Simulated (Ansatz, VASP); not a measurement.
# Ti4N3O: VASP beside Ansatz

```xyz
8
Lattice="4.2545 0.0000 0.0000 0.0000 4.2545 0.0000 0.0000 0.0000 4.2545" Properties=species:S:1:pos:R:3 pbc="T T T"
Ti    0.0000    0.0000    0.0000
Ti    2.1273    0.0000    2.1273
Ti    0.0000    2.1273    2.1273
Ti    2.1273    2.1273    0.0000
N     0.0000    2.1273    0.0000
N     2.1273    0.0000    0.0000
N     0.0000    0.0000    2.1273
O     2.1273    2.1273    2.1273
```

Alike in both runs: task relaxation of cell and atoms; functional PBE; k mesh 10 × 10 × 10; occupations gaussian, width 0.1 eV; no spin polarisation.

|  | VASP | Ansatz |
| --- | --- | --- |
| version | VASP 6.6.1 | Ansatz 0.2.0 |
| potentials or method | VASP PAW PBE potentials, release 64 (Ti_sv, N, O), cutoff 600 eV | scalar-relativistic, plane waves, PAW |
| valence electrons in the cell | 69 | 69 |

|  | VASP | Ansatz | Ansatz less VASP |
| --- | --- | --- | --- |
| gap on the k mesh at the Fermi level, each at its own relaxed structure (eV) | none | none | - |
| relaxed volume (Å³/atom) | 9.64 | 9.63 | -0.014 |
| relaxed length of the cell vector where the two differ most in proportion (Å) | 4.257 | 4.255 | -0.0021 |

A gap of «none» marks a metal or a gap that the smearing closes.
